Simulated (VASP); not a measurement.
# SbTe2O3: relaxation of cell and atoms with PBE

The system is SbTe2O3.

```
Sb Te O
1.0
     4.66014    0.00000    0.00000
     0.00000    4.66014    0.00000
     0.00000    0.00000    5.21572
Sb Te O
1 2 3
Direct
  0.00000 0.00000 0.32497
  0.50000 0.00000 0.84369
  0.00000 0.50000 0.84369
  0.50000 0.00000 0.22523
  0.00000 0.50000 0.22523
  0.50000 0.50000 0.83164
```

| Quantity | Value |
| --- | --- |
| Program | VASP 6.6.1 |
| Task | relaxation of cell and atoms |
| Functional | PBE |
| Potentials or basis | VASP PAW PBE potentials, release 64 (Sb, Te, O) |
| Cutoff | 600 eV |
| k mesh | 8 × 8 × 8 |
| Occupations | gaussian, width 0.1 eV |
| Spin | no spin polarisation |
| Dipole correction | no |
| Further INCAR settings | ALGO = Normal; EDIFF = 1e-06; IBRION = 2; EDIFFG = -0.01; NSW = 100; ISIF = 3 |

The relaxed volume is 18.78 Å³/atom. The relaxed cell is a = 4.649 Å, b = 4.649 Å, c = 5.213 Å, α = 90.00°, β = 90.00°, γ = 90.00°. The space group after relaxing (to 0.05 Å) is P4mm (No. 99). The energy gained by relaxing is 0.5 meV/atom and the ionic steps are 11. The pressure after relaxing is 0.0 GPa and the largest force after relaxing is 0.004 eV/Å.

Forces in eV/Å, atoms in the order of the input:
```
Sb   0.000  0.000  0.000
Te   0.000  0.000 -0.004
Te   0.000  0.000 -0.004
O    0.000  0.000  0.004
O    0.000  0.000  0.004
O    0.000  0.000  0.001
```

The path:
| step | energy change (eV) | largest force (eV/Å) | pressure (GPa) | volume (Å³) |
| --- | --- | --- | --- | --- |
| 1 | 0.0000 | 0.1231 | -0.57 | 113.27 |
| 2 | -0.0014 | 0.1212 | 0.44 | 112.18 |
| 3 | -0.0019 | 0.0842 | 0.14 | 112.54 |
| 4 | -0.0026 | 0.0412 | 0.08 | 112.43 |
| 5 | -0.0026 | 0.0407 | 0.10 | 112.44 |
| 6 | -0.0029 | 0.0302 | 0.03 | 112.59 |
| 7 | -0.0031 | 0.0134 | -0.09 | 112.83 |
| 8 | -0.0031 | 0.0359 | 0.08 | 112.69 |
| 9 | -0.0031 | 0.0129 | -0.01 | 112.76 |
| 10 | -0.0031 | 0.0116 | -0.02 | 112.77 |
| 11 | -0.0031 | 0.0043 | 0.01 | 112.70 |

Final structure:
```
Sb Te O
1.0
     4.64935    0.00000    0.00000
     0.00000    4.64935    0.00000
     0.00000    0.00000    5.21347
Sb Te O
1 2 3
Direct
  0.00000 0.00000 0.32154
  0.50000 0.00000 0.84496
  0.00000 0.50000 0.84496
  0.50000 0.00000 0.22657
  0.00000 0.50000 0.22657
  0.50000 0.50000 0.82984
```

Levels at points of the mesh, in eV from the Fermi level:
```tsv
k point	band 15	band 16	band 17	band 18	band 19	band 20	band 21
(0.00, 0.00, 0.00)	-3.10	-1.01	-1.01	-0.57	3.31	3.31	3.97
(0.50, 0.00, 0.00)	-2.34	-1.87	-1.78	-0.40	0.30	2.03	2.93
(0.50, 0.50, 0.00)	-2.88	-2.88	-1.00	0.49	1.38	1.38	1.85
(0.00, 0.00, 0.50)	-3.27	-1.52	-1.52	-0.67	1.25	2.03	3.83
(0.50, 0.00, 0.50)	-2.64	-2.50	-1.82	-0.24	0.10	0.95	2.53
(0.50, 0.50, 0.50)	-2.65	-1.44	-1.29	-0.73	-0.73	1.70	2.05
```

Run time: 14 min on 1 thread of AMD EPYC 7R43 64-Core Processor (Zen 3), with other jobs on the host, peak memory 0.38 GiB.

Caveat: spin-orbit coupling is left out, which moves the levels of the heavy elements; an odd number of electrons without spin polarisation forces a metal; a magnetic or distorted state may lie lower.
